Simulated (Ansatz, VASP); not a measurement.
## One calculation of Sb, two programs

INCAR

```
PREC = Accurate ; ENCUT = 520
EDIFF = 1E-8 ; ISMEAR = -1
SIGMA = 0.05 ; LREAL = False
LASPH = True ; NELM = 100
ALGO = Normal ; ISIF = 2
LWAVE = False ; LCHARG = False
GGA = PS ; LEFG = True
NBANDS = 12
```

The input KPOINTS:

```
Automatic mesh
0
Gamma
  12 12 7
```

POSCAR

```
Sb
1.0
    3.3690001795     -0.0505350027     -0.0505350027
   -1.7282646859      2.9429072422     -0.0184970948
   -0.0799500000     -0.0799500000      5.3300000000
Sb
2
Direct
    0.3333333333      0.6666666667      0.2500000000
    0.6666666667      0.3333333333      0.7500000000
```

Input for Ansatz:

```yaml
crystal:
  lattice:
    - [3.3690001795, -0.0505350027, -0.0505350027]
    - [-1.7282646859, 2.9429072422, -0.0184970948]
    - [-0.07995, -0.07995, 5.33]
  atoms:
    - { symbol: Sb, position: [0.3333333333, 0.6666666667, 0.25] }
    - { symbol: Sb, position: [0.6666666667, 0.3333333333, 0.75] }
kpoints:
  mp_grid: { grid: [12, 12, 7] }
scf:
  occupations: { method: fermi_dirac, width: 0.05 }
hamiltonian:
  xc: pbesol
  pseudopotentials: { kind: paw }
output:
  forces: true
  stress: true
  eigenvalues: true
  efg: { contact_densities: true }
```

Change from the starting cell: equal xy, yz and zx shear strains of -3 %, PAW files.

Alike in both runs: task electric field gradients; functional PBEsol; k mesh 12 × 12 × 7; occupations fermi-dirac, width 0.05 eV; no spin polarisation.

```csv
,VASP,Ansatz
version,VASP 6.6.1,Ansatz 0.2.0
potentials or method,"VASP PAW PBE potentials, release 64 (Sb)","PAW with Ansatz's default frozen-core files, scalar-relativistic"
plane-wave cutoff (eV),520,420
valence electrons in the cell,10,30
```

```tsv
	VASP	Ansatz	Ansatz less VASP
pressure (GPa)	-0.1	-0.1	+0.01
traceless stress, the component that is largest in VASP (GPa)	-0.56	-0.56	+0.003
rms of the force components (eV/Å)	0.026	0.026	-0.0008
size of Vzz on the site where it differs most (V/Å²)	21.2	23.2	+2.01
```

VASP's potentials were made for PBE, not for PBEsol. Atom by atom the forces differ by 0.001 eV/Å (rms over components). VASP's potentials hold 10 valence electrons a cell and Ansatz's 30, so a difference there can come from the potentials and not from the codes.

Neither program's run includes spin-orbit coupling.
